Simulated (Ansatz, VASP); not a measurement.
**ZnO: VASP beside Ansatz**

POSCAR

```
ZnO
1.0
    0.0000000000      2.1337703963      2.1337703963
    2.0590884324      0.0000000000      2.1337703963
    2.0590884324      2.1337703963      0.0000000000
Zn O
1 1
Direct
    0.0000000000      0.0000000000      0.0000000000
    0.5000000000      0.5000000000      0.5000000000
```

INCAR.step1

```
SYSTEM = ZnO
PREC     = Accurate       ! precision mode
ENCUT    = 520            ! plane-wave cutoff, eV
ISMEAR   = 0              ! smearing method
SIGMA    = 0.01           ! smearing width, eV
LREAL    = .False.        ! projectors in reciprocal space
LASPH    = .True.         ! aspherical terms in the spheres
NELM     = 60             ! most SCF steps
NBANDS   = 16             ! bands
GGA      = PE             ! functional
ALGO     = Normal         ! electronic algorithm
EDIFF    = 1E-4           ! SCF threshold, eV
LWAVE    = .True.         ! write WAVECAR
LCHARG   = .False.        ! write CHGCAR
```

The input INCAR.step2:

```
SYSTEM = ZnO
PREC     = Accurate       ! precision mode
ENCUT    = 520            ! plane-wave cutoff, eV
EDIFF    = 1E-6           ! SCF threshold, eV
ISMEAR   = 0              ! smearing method
SIGMA    = 0.01           ! smearing width, eV
LREAL    = .False.        ! projectors in reciprocal space
LASPH    = .True.         ! aspherical terms in the spheres
NELM     = 60             ! most SCF steps
ALGO     = Normal         ! electronic algorithm
ISIF     = 2              ! what is computed and relaxed
LWAVE    = .False.        ! write WAVECAR
LCHARG   = .True.         ! write CHGCAR
METAGGA  = R2SCAN         ! meta-GGA
LMIXTAU  = .True.       
LELF     = .True.         ! ELF
LVHAR    = .True.       
NBANDS   = 16             ! bands
ISTART   = 1
```

The input KPOINTS:

```
Automatic mesh
0
Gamma
  10 10 10
  0 0 0
```

Input for Ansatz:

```yaml
crystal:
  lattice:
    - [0.0, 2.1337703963, 2.1337703963]
    - [2.0590884324, 0.0, 2.1337703963]
    - [2.0590884324, 2.1337703963, 0.0]
  atoms:
    - { symbol: Zn, position: [0.0, 0.0, 0.0] }
    - { symbol: O, position: [0.5, 0.5, 0.5] }
kpoints:
  mp_grid: { grid: [10, 10, 10] }
  band_path:
    path:
      - [0.0, 0.0, 0.0]
      - [0.5, 0.0, 0.5]
      - [0.625, 0.25, 0.625]
      - [0.375, 0.375, 0.75]
      - [0.5, 0.5, 0.5]
      - [0.5, 0.25, 0.75]
      - [0.0, 0.0, 0.5]
    npoints: 1
hamiltonian:
  xc: r2scan
scf:
  occupations: { method: fixed }
  n_extra_bands: 4
output:
  forces: true
  stress: true
  eigenvalues: true
```

Change from the starting cell: uniaxial_x strain -3.5%.

Alike in both runs: task single point; functional r2SCAN; k mesh 10 × 10 × 10; no spin polarisation.

```csv
,VASP,Ansatz
version,VASP 6.6.1,Ansatz 0.2.0
potentials or method,"VASP PAW PBE potentials, release 64 (Zn, O)","plane waves, PAW"
plane-wave cutoff (eV),520,500
occupations,"gaussian, width 0.01 eV",fixed
valence electrons in the cell,18,18
```

```csv
,VASP,Ansatz,Ansatz less VASP
gap on the k mesh at the Fermi level (eV),1.62,1.64,+0.021
pressure (GPa),9.4,7.9,-1.57
"traceless stress, the component that is largest in VASP (GPa)",3.68,3.44,-0.242
```

VASP's potentials were made for PBE, not for r2SCAN.
